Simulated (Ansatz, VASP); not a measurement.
Se: VASP beside Ansatz

The input INCAR:

```
ALGO = Normal
EDIFF = 1E-7
EDIFFG = -0.01
ENCUT = 600
GGA = PE
IBRION = 2
ISIF = 3
ISMEAR = -1
LASPH = True
LCHARG = False
LREAL = False
LWAVE = False
NELM = 100
NSW = 80
PREC = Accurate
SIGMA = 0.1
```

File KPOINTS:

```
k-points
0
Gamma
  7 7 10
```

The input POSCAR:

```
Se
1.0
    4.9764452362      0.0000000000      0.0000000000
   -2.4882226181      4.3097279951      0.0000000000
    0.0000000000      0.0000000000      3.0505609298
Se
3
Direct
    0.0000000000      0.0000000000      0.0000000000
    0.3333333333      0.6666666667      0.5000000000
    0.6666666667      0.3333333333      0.5000000000
```

Input for Ansatz:

```yaml
crystal:
  lattice:
    - [4.9764452362, 0.0, 0.0]
    - [-2.4882226181, 4.3097279951, 0.0]
    - [0.0, 0.0, 3.0505609298]
  atoms:
    - { symbol: Se, position: [0.0, 0.0, 0.0] }
    - { symbol: Se, position: [0.3333333333, 0.6666666667, 0.5] }
    - { symbol: Se, position: [0.6666666667, 0.3333333333, 0.5] }
hamiltonian:
  xc: pbe
  pseudopotentials:
    kind: paw
    azcp:
      Se: "pseudopotentials/Se.paw.azcp"
basis:
  ecutwfc: 420
  fft_grid_basis: typed
kpoints:
  mp_grid: { grid: [7, 7, 10], shift: [0, 0, 0] }
magnetization:
  spin_polarized: false
scf:
  occupations: { method: fermi_dirac, width: 0.1 }
relax:
  max_steps: 60
  f_tol: 0.01
  cell: {}
```

Alike in both runs: task relaxation of cell and atoms; functional PBE; k mesh 7 × 7 × 10; occupations fermi-dirac, width 0.1 eV; no spin polarisation.

```csv
,VASP,Ansatz
version,VASP 6.6.1,Ansatz 0.2.0
potentials or method,"VASP PAW PBE potentials, release 64 (Se), cutoff 600 eV","plane waves (420 eV) with PAW, scalar-relativistic"
valence electrons in the cell,18,48
```

```tsv
	VASP	Ansatz	Ansatz less VASP
relaxed volume (Å³/atom)	21.26	21.25	-0.013
relaxed cell length with the largest relative difference (Å)	3.340	3.334	-0.0059
```

VASP's potentials hold 18 valence electrons a cell and Ansatz's 48, so a difference there can come from the potentials and not from the codes.
